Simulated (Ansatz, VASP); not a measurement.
# One calculation of AlN, two programs

```
Al N
1.0
     3.22115    0.00000    0.00000
    -1.61058    2.78960    0.00000
     0.00000    0.00000    4.03221
Al N
2 2
Direct
  0.33333 0.66667 0.76641
  0.66667 0.33333 0.26641
  0.33333 0.66667 0.21840
  0.66667 0.33333 0.71840
```

Change from the starting cell: mode 4 frozen in at -0.130 Å, equal normal strain along x, y and z -0.0167.

Alike in both runs: task single point; functional LDA; k mesh 9 × 9 × 6; occupations gaussian, width 0.05 eV; no spin polarisation.

```csv
,VASP,Ansatz
version,VASP 6.6.1,Ansatz 0.2.0
potentials or method,"VASP PAW LDA potentials, release 64 (Al, N), cutoff 520 eV","scalar-relativistic, plane waves, PAW"
valence electrons in the cell,16,16
```

```csv
,VASP,Ansatz,Ansatz less VASP
gap on the k mesh at the Fermi level (eV),4.16,4.15,-0.008
least direct gap on the mesh (eV),4.16,4.15,-0.008
pressure (GPa),18.4,17.4,-0.93
"traceless stress, the component that is largest in VASP (GPa)",15.00,14.84,-0.162
rms of the force components (eV/Å),0.778,0.753,-0.0247
```

Ansatz warns that its potentials were made for another functional, while VASP's fit it. LDA's correlation is that of Perdew and Zunger in VASP and of Perdew and Wang (1992) in Ansatz. Atom by atom the forces differ by 0.025 eV/Å (rms over components).
